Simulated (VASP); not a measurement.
# Ag in VASP: notebook, part 2 of 3

VASP 6.6.1. The steps go on from the part before.

**3. Single point, PBE**

This run uses another cell than the first one, of 17.84 Å³/atom, 1.032 times its volume.

The input, INCAR:

```
SYSTEM = Ag
  PREC = Accurate
  ENCUT = 520
  EDIFF = 1E-6
  ISMEAR = 0
  SIGMA = 0.1
  LREAL = .False.
  LASPH = .True.
  NELM = 60
  ALGO = Normal
  ISIF = 2
  LWAVE = .False.
  LCHARG = .False.
  GGA = PE
  NBANDS = 12
```

The input, KPOINTS:

```
Automatic mesh
0
Gamma
  18 18 18
  0 0 0
```

The input, POSCAR:

```
Ag
1.0
    0.0000000000      2.0737491136      2.0737491136
    2.0737491136      0.0000000000      2.0737491136
    2.0737491136      2.0737491136      0.0000000000
Ag
1
Direct
    0.0000000000      0.0000000000      0.0000000000
```

Potentials or basis: VASP PAW PBE potentials, release 64 (Ag).

On the command line:

```bash
$ cat potpaw_PBE.64/Ag/POTCAR > POTCAR
$ mpirun -np 1 vasp_std > vasp.out
```

OUTCAR:

```text
SYSTEM = Ag
   PREC = Accurate
   ENCUT = 520
   EDIFF = 1E-6
   ISMEAR = 0
   LREAL = .False.
   LASPH = .True.
   NELM = 60
   ISIF = 2
   GGA = PE

 ion  position               nearest neighbor table
   1  0.000  0.000  0.000-

  LATTYP: Found a face centered cubic cell.
 ALAT       =     4.1474982272

  Lattice vectors:

 A1 = (   0.0000000000,   2.0737491136,   2.0737491136)
 A2 = (   2.0737491136,   0.0000000000,   2.0737491136)
 A3 = (   2.0737491136,   2.0737491136,   0.0000000000)

Analysis of symmetry for initial positions (statically):
=====================================================================
 Subroutine PRICEL returns:
 Original cell was already a primitive cell.

 Routine SETGRP: Setting up the symmetry group for a
 face centered cubic supercell.

 Subroutine GETGRP returns: Found 48 space group operations
 (whereof 48 operations were pure point group operations)
 out of a pool of 48 trial point group operations.

The static configuration has the point symmetry O_h .

Analysis of symmetry for dynamics (positions and initial velocities):
[... 170 lines left out ...]
      4       3.1709      2.00000
      5       4.1251      2.00000
      6       4.1251      2.00000
      7      23.7394      0.00000
      8      27.0511      0.00000
      9      27.0511      0.00000
     10      27.0511      0.00000
     11      31.7512      0.00000
     12      32.6125      0.00000
[... 331 lines left out ...]
 k-point    24 :      -0.2222    0.0556    0.0000
  band No.  band energies     occupation
      1       1.7370      2.00000
      2       3.1961      2.00000
      3       3.3982      2.00000
      4       3.4253      2.00000
      5       4.0842      2.00000
      6       4.4269      2.00000
      7      19.0404      0.00000
      8      23.7957      0.00000
      9      26.0078      0.00000
     10      28.4060      0.00000
     11      29.1590      0.00000
     12      30.0639      0.00000

 [... further k-points ...]

------------------------ aborting loop because EDIFF is reached ----------------------------------------

  FORCE on cell =-STRESS in cart. coord.  units (eV):
  Direction    XX          YY          ZZ          XY          YZ          ZX
  --------------------------------------------------------------------------------------
  -------------------------------------------------------------------------------------
  Total       -0.0146121     -0.0146121     -0.0146121     -0.0000000      0.0000000     -0.0000000
  in kB       -1.3125739     -1.3125739     -1.3125739     -0.0000000      0.0000000     -0.0000000
  external PRESSURE =      -1.3125739 kB  Pullay stress =       0.0000000 kB

 VOLUME and BASIS-vectors are now :
 -----------------------------------------------------------------------------
  energy-cutoff  :      520.00
  volume of cell :       17.84
      direct lattice vectors                 reciprocal lattice vectors
     0.000000000  2.073749114  2.073749114    -0.241109205  0.241109205  0.241109205
     2.073749114  0.000000000  2.073749114     0.241109205 -0.241109205  0.241109205
     2.073749114  2.073749114  0.000000000     0.241109205  0.241109205 -0.241109205

 POSITION                                       TOTAL-FORCE (eV/Angst)
 -----------------------------------------------------------------------------------
      0.00000      0.00000      0.00000         0.000000     -0.000000      0.000000
 -----------------------------------------------------------------------------------
    total drift:                               -0.000000      0.000000     -0.000000

  FREE ENERGIE OF THE ION-ELECTRON SYSTEM (eV)
  ---------------------------------------------------
  free  energy   TOTEN  =        -2.7208040036 eV

  energy  without entropy=       -2.7197177994  energy(sigma->0) =       -2.72026090
```

OSZICAR:

```text
N       E                     dE             d eps       ncg     rms          rms(c)
DAV:   1     0.522505987250E+02    0.52251E+02   -0.54117E+03  4720   0.820E+02
DAV:   2    -0.215408856332E+01   -0.54405E+02   -0.51441E+02  5424   0.192E+02
DAV:   3    -0.295910423549E+01   -0.80502E+00   -0.80468E+00  5528   0.249E+01
DAV:   4    -0.296154120616E+01   -0.24370E-02   -0.24369E-02  5404   0.144E+00
DAV:   5    -0.296156079088E+01   -0.19585E-04   -0.19585E-04  5576   0.117E-01    0.464E+00
DAV:   6    -0.272991169766E+01    0.23165E+00   -0.93690E-01  5100   0.860E+00    0.306E+00
DAV:   7    -0.272327810271E+01    0.66336E-02   -0.81859E-03  5476   0.863E-01    0.175E+00
DAV:   8    -0.272079146385E+01    0.24866E-02   -0.70582E-04  5296   0.206E-01    0.834E-02
DAV:   9    -0.272079871750E+01   -0.72537E-05   -0.86262E-06  5576   0.215E-02    0.256E-02
DAV:  10    -0.272080441337E+01   -0.56959E-05   -0.43040E-06  5272   0.197E-02    0.519E-03
DAV:  11    -0.272080400355E+01    0.40981E-06   -0.84873E-08  2896   0.245E-03
   1 F= -.27208040E+01 E0= -.27202609E+01  d E =-.108620E-02
```

stdout:

```text
POSCAR found type information on POSCAR Ag
 POSCAR found :  1 types and       1 ions
 scaLAPACK will be used
 LDA part: xc-table for (Slater+PW92), standard interpolation
 POSCAR, INCAR and KPOINTS ok, starting setup
 FFT: planning ... GRIDC
 FFT: planning ... GRID_SOFT
 FFT: planning ... GRID
 WAVECAR not read
 entering main loop
```

It took 13 s on 1 thread of Intel Xeon 6975P-C (Granite Rapids), shared host; peak memory 0.17 GiB.

What came out:

* Free energy: -2.7208 eV
* Pressure: -0.1 GPa

Levels at points of the mesh, in eV from the Fermi level:
```tsv
k point	band 2	band 3	band 4	band 5	band 6	band 7	band 8	band 9	band 10	band 11
(0.00, 0.00, 0.00)	-4.62	-4.62	-4.62	-3.66	-3.66	15.95	19.26	19.26	19.26	23.96
(0.50, 0.00, 0.00)	-4.64	-4.64	-2.93	-2.93	-0.25	3.39	15.18	17.44	17.44	22.25
(0.50, 0.50, 0.00)	-6.00	-2.96	-2.74	-2.74	1.68	6.43	10.47	10.47	16.68	16.71
```

**4. Single point, PBE**

This run uses another cell than the first one, of 17.84 Å³/atom, 1.032 times its volume.

INCAR is that of step 3.

KPOINTS is that of step 3.

The input, POSCAR:

```
Ag
1.0
    0.0000000000      2.0737490906      2.0737490906
    2.0737490906      0.0000000000      2.0737490906
    2.0737490906      2.0737490906      0.0000000000
Ag
1
Direct
    0.0000000000      0.0000000000      0.0000000000
```

Potentials or basis: VASP PAW PBE potentials, release 64 (Ag).

On the command line:

```bash
$ cat potpaw_PBE.64/Ag/POTCAR > POTCAR
$ mpirun -np 1 vasp_std > vasp.out
```

OUTCAR:

```text
SYSTEM = Ag
   PREC = Accurate
   ENCUT = 520
   EDIFF = 1E-6
   ISMEAR = 0
   LREAL = .False.
   LASPH = .True.
   NELM = 60
   ISIF = 2
   GGA = PE

 ion  position               nearest neighbor table
   1  0.000  0.000  0.000-

  LATTYP: Found a face centered cubic cell.
 ALAT       =     4.1474981812

  Lattice vectors:

 A1 = (   0.0000000000,   2.0737490906,   2.0737490906)
 A2 = (   2.0737490906,   0.0000000000,   2.0737490906)
 A3 = (   2.0737490906,   2.0737490906,   0.0000000000)

Analysis of symmetry for initial positions (statically):
=====================================================================
 Subroutine PRICEL returns:
 Original cell was already a primitive cell.

 Routine SETGRP: Setting up the symmetry group for a
 face centered cubic supercell.

 Subroutine GETGRP returns: Found 48 space group operations
 (whereof 48 operations were pure point group operations)
 out of a pool of 48 trial point group operations.

The static configuration has the point symmetry O_h .

Analysis of symmetry for dynamics (positions and initial velocities):
=====================================================================
 Subroutine PRICEL returns:
 Original cell was already a primitive cell.

 Routine SETGRP: Setting up the symmetry group for a
 face centered cubic supercell.

 Subroutine GETGRP returns: Found 48 space group operations
 (whereof 48 operations were pure point group operations)
 out of a pool of 48 trial point group operations.

The dynamic configuration has the point symmetry O_h .

 Subroutine INISYM returns: Found 48 space group operations
 (whereof 48 operations are pure point group operations),
 and found     1 'primitive' translations

----------------------------------------------------------------------------------------

                                     Primitive cell

  volume of cell :      17.8360

  direct lattice vectors                    reciprocal lattice vectors
     0.000000000  2.073749091  2.073749091    -0.241109208  0.241109208  0.241109208
     2.073749091  0.000000000  2.073749091     0.241109208 -0.241109208  0.241109208
     2.073749091  2.073749091  0.000000000     0.241109208  0.241109208 -0.241109208

  length of vectors
     2.932724089  2.932724089  2.932724089     0.417613398  0.417613398  0.417613398

  position of ions in fractional coordinates (direct lattice)
     0.000000000  0.000000000  0.000000000

  ion indices of the primitive-cell ions
   primitive index   ion index
                 1           1

----------------------------------------------------------------------------------------

 KPOINTS: Automatic mesh

Automatic generation of k-mesh.
 Grid dimensions read from file:
 generate k-points for:   18   18   18

 Generating k-lattice:

  Cartesian coordinates                     Fractional coordinates (reciprocal lattice)
    -0.013394956  0.013394956  0.013394956     0.055555556  0.000000000  0.000000000
     0.013394956 -0.013394956  0.013394956     0.000000000  0.055555556  0.000000000
     0.013394956  0.013394956 -0.013394956     0.000000000  0.000000000  0.055555556

  Length of vectors
     0.023200744  0.023200744  0.023200744

  Shift w.r.t. Gamma in fractional coordinates (k-lattice)
     0.000000000  0.000000000  0.000000000

 Subroutine IBZKPT returns following result:
 ===========================================

 Found    195 irreducible k-points:

 Following reciprocal coordinates:
            Coordinates               Weight
  0.000000  0.000000  0.000000      1.000000
  0.055556  0.000000  0.000000      8.000000
  0.111111  0.000000  0.000000      8.000000
  0.166667  0.000000  0.000000      8.000000
  0.222222  0.000000  0.000000      8.000000
  0.277778  0.000000  0.000000      8.000000
[... 16 lines left out ...]
 -0.277778  0.055556  0.000000     24.000000
 -0.222222  0.055556  0.000000     24.000000
 [... further k-points ...]
   k-points           NKPTS =    195   k-points in BZ     NKDIM =    195   number of bands    NBANDS=     12
   number of dos      NEDOS =    301   number of ions     NIONS =      1
   total plane-waves  NPLWV =  13824
   dimension x,y,z NGX =    24 NGY =   24 NGZ =   24
   dimension x,y,z NGXF=    48 NGYF=   48 NGZF=   48
   ions per type =               1
   NGX,Y,Z   is equivalent  to a cutoff of  13.60, 13.60, 13.60 a.u.
   NGXF,Y,Z  is equivalent  to a cutoff of  27.21, 27.21, 27.21 a.u.
 SYSTEM =  Ag
   PREC   = accura    normal or accurate (medium, high low for compatibility)
   ISTART =      0    job   : 0-new  1-cont  2-samecut
   ICHARG =      2    charge: 1-file 2-atom 10-const
   ISPIN  =      1    spin polarized calculation?
   LNONCOLLINEAR =      F non collinear calculations
   LSORBIT =      F    spin-orbit coupling
   LASPH  =      T    aspherical Exc in radial PAW
   ENCUT  =  520.0 eV  38.22 Ry    6.18 a.u.   5.45  5.45  5.45*2*pi/ulx,y,z
   NELM   =     60;   NELMIN=  2; NELMDL= -5     # of ELM steps
   EDIFF  = 0.1E-05   stopping-criterion for ELM
   LREAL  =      F    real-space projection
   EDIFFG = 0.1E-04   stopping-criterion for IOM
   NSW    =      0    number of steps for IOM
   IBRION =     -1    ionic relax: 0-MD 1-quasi-New 2-CG
   NFREE  =      0    steps in history (QN), initial steepest desc. (CG)
   ISIF   =      2    stress and relaxation
   ISYM   =      2    0-nonsym 1-usesym 2-fastsym
   POTIM  = 0.5000    time-step for ionic-motion
   TEBEG  =    0.0;   TEEND  =   0.0 temperature during run
   PSTRESS=    0.0 pullay stress
   NELECT =      11.0000    total number of electrons
   NUPDOWN=      -1.0000    fix difference up-down
   EMIN   =  10.00;   EMAX   =-10.00  energy-range for DOS
   EFERMI =   0.00;   METHOD = LEGACY
   ISMEAR =     0;   SIGMA  =   0.10  broadening in eV -4-tet -1-fermi 0-gaus
   EFERMI_NEDOS =   21; number of points for ismear=-14 and -15
   IALGO  =     38    algorithm
   IMIX   =      4    mixing-type and parameters
     AMIX     =   0.40;   BMIX     =  1.00
     AMIX_MAG =   1.60;   BMIX_MAG =  1.00
  volume/ion in A,a.u.               =      17.84       120.36
  Fermi-wavevector in a.u.,A,eV,Ry     =   1.393497  2.633328 26.420272  1.941835
  Thomas-Fermi vector in A             =   2.517138
   LORBIT       =      0    0 simple, 1 ext, 2 COOP (PROOUT), +10 PAW based schemes
   GGA     = PE    functional components
   LHFCALC =     F    Hartree Fock is set to
   AEXX    =    0.0000 exact exchange contribution
   IVDW    =     0    specifies the selected vdW correction
   LEPSILON=     F    determine dielectric tensor
   LRPA    =     F    only Hartree local field effects (RPA)
 non-spin polarized calculation
 Gauss-broadening in eV      SIGMA  =   0.10
  energy-cutoff  :      520.00
  volume of cell :       17.84
 maximum number of plane-waves:       531
 NGX is ok and might be reduce to    24
   NGX = 11   NGY = 11   NGZ = 11

 number of electron      11.0000000 magnetization

 Free energy of the ion-electron system (eV)
  ---------------------------------------------------
  ext. energy  EPLUGINS =         0.00000000
  ---------------------------------------------------
  free energy    TOTEN  =        -2.72080400 eV

  energy without entropy =       -2.71971780  energy(sigma->0) =       -2.72026090

 E-fermi :   7.7883     XC(G=0): -11.9429

 val. band max:        7.7578097453   @ k =   0.5000   0.1667   0.0556
 cond. band min:       7.8976988950   @ k =   0.5000   0.3333   0.1111
 fundamental gap:      0.1398891497
 Fermi energy:         7.7883241537

 k-point     1 :       0.0000    0.0000    0.0000
  band No.  band energies     occupation
      1       0.3770      2.00000
      2       3.1709      2.00000
      3       3.1709      2.00000
      4       3.1709      2.00000
      5       4.1251      2.00000
      6       4.1251      2.00000
      7      23.7394      0.00000
      8      27.0511      0.00000
      9      27.0511      0.00000
     10      27.0511      0.00000
     11      31.7512      0.00000
     12      32.6125      0.00000
[... 331 lines left out ...]
 k-point    24 :      -0.2222    0.0556    0.0000
  band No.  band energies     occupation
      1       1.7370      2.00000
      2       3.1961      2.00000
      3       3.3982      2.00000
      4       3.4253      2.00000
      5       4.0843      2.00000
      6       4.4269      2.00000
      7      19.0404      0.00000
      8      23.7957      0.00000
      9      26.0078      0.00000
     10      28.4060      0.00000
     11      29.1590      0.00000
     12      30.0639      0.00000

 [... further k-points ...]

------------------------ aborting loop because EDIFF is reached ----------------------------------------

  FORCE on cell =-STRESS in cart. coord.  units (eV):
  Direction    XX          YY          ZZ          XY          YZ          ZX
  --------------------------------------------------------------------------------------
  -------------------------------------------------------------------------------------
  Total       -0.0146117     -0.0146117     -0.0146117     -0.0000000      0.0000000     -0.0000000
  in kB       -1.3125446     -1.3125446     -1.3125446     -0.0000000      0.0000000     -0.0000000
  external PRESSURE =      -1.3125446 kB  Pullay stress =       0.0000000 kB

 VOLUME and BASIS-vectors are now :
 -----------------------------------------------------------------------------
  energy-cutoff  :      520.00
  volume of cell :       17.84
      direct lattice vectors                 reciprocal lattice vectors
     0.000000000  2.073749091  2.073749091    -0.241109208  0.241109208  0.241109208
     2.073749091  0.000000000  2.073749091     0.241109208 -0.241109208  0.241109208
     2.073749091  2.073749091  0.000000000     0.241109208  0.241109208 -0.241109208

 POSITION                                       TOTAL-FORCE (eV/Angst)
 -----------------------------------------------------------------------------------
      0.00000      0.00000      0.00000        -0.000000      0.000000     -0.000000
 -----------------------------------------------------------------------------------
    total drift:                               -0.000000      0.000000     -0.000000

  FREE ENERGIE OF THE ION-ELECTRON SYSTEM (eV)
  ---------------------------------------------------
  free  energy   TOTEN  =        -2.7208040036 eV

  energy  without entropy=       -2.7197177995  energy(sigma->0) =       -2.72026090
```

OSZICAR:

```text
N       E                     dE             d eps       ncg     rms          rms(c)
DAV:   1     0.522505995184E+02    0.52251E+02   -0.54117E+03  4720   0.820E+02
DAV:   2    -0.215408855592E+01   -0.54405E+02   -0.51441E+02  5424   0.192E+02
DAV:   3    -0.295910424613E+01   -0.80502E+00   -0.80468E+00  5528   0.249E+01
DAV:   4    -0.296154121674E+01   -0.24370E-02   -0.24369E-02  5404   0.144E+00
DAV:   5    -0.296156080175E+01   -0.19585E-04   -0.19585E-04  5576   0.117E-01    0.464E+00
DAV:   6    -0.272991169971E+01    0.23165E+00   -0.93690E-01  5100   0.860E+00    0.306E+00
DAV:   7    -0.272327810428E+01    0.66336E-02   -0.81859E-03  5476   0.863E-01    0.175E+00
DAV:   8    -0.272079146495E+01    0.24866E-02   -0.70582E-04  5296   0.206E-01    0.834E-02
DAV:   9    -0.272079871892E+01   -0.72540E-05   -0.86262E-06  5576   0.215E-02    0.256E-02
DAV:  10    -0.272080441454E+01   -0.56956E-05   -0.43040E-06  5272   0.197E-02    0.519E-03
DAV:  11    -0.272080400358E+01    0.41097E-06   -0.84873E-08  2896   0.245E-03
   1 F= -.27208040E+01 E0= -.27202609E+01  d E =-.108620E-02
```

stdout:

```text
POSCAR found type information on POSCAR Ag
 POSCAR found :  1 types and       1 ions
 scaLAPACK will be used
 LDA part: xc-table for (Slater+PW92), standard interpolation
 POSCAR, INCAR and KPOINTS ok, starting setup
 FFT: planning ... GRIDC
 FFT: planning ... GRID_SOFT
 FFT: planning ... GRID
 WAVECAR not read
 entering main loop
```

Run time: 18 s. Hardware: 1 thread of Intel Xeon 6975P-C, shared host; peak memory 0.17 GiB.

Results:

```
Free energy : -2.7208 eV
Pressure    : -0.1 GPa
```

(Part 2 of 3 ends here.)
